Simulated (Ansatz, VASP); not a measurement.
**One calculation of AlN, two programs**

```
Al N
1.0
     3.17322    0.00000    0.00000
    -1.58661    2.74809    0.00000
     0.00000    0.00000    4.97800
Al N
2 2
Direct
  0.33333 0.66667 0.00000
  0.66667 0.33333 0.50000
  0.33333 0.66667 0.38500
  0.66667 0.33333 0.88500
```

Change from the starting cell: equal xx and yy strain of +2 %.

Alike in both runs: task single point; functional PBE; k mesh 11 × 11 × 6; occupations fermi-dirac, width 0.02 eV; no spin polarisation.

```csv
,VASP,Ansatz
version,VASP 6.6.1,Ansatz 0.2.0
potentials or method,"VASP PAW PBE potentials, release 64 (Al, N), cutoff 520 eV","all-electron LAPW, scalar-relativistic"
```

|  | VASP | Ansatz | Ansatz less VASP |
| --- | --- | --- | --- |
| gap on the k mesh at the Fermi level (eV) | 3.77 | 3.77 | -0.001 |
| pressure (GPa) | -4.1 | -3.9 | +0.19 |
| traceless stress, the component that is largest in VASP (GPa) | 4.07 | 3.99 | -0.076 |
| rms of the force components (eV/Å) | 0.009 | 0.009 | -0.0002 |

Atom by atom the forces differ by 0.000 eV/Å (rms over components). Ansatz ran all-electron here, and VASP with PAW potentials.
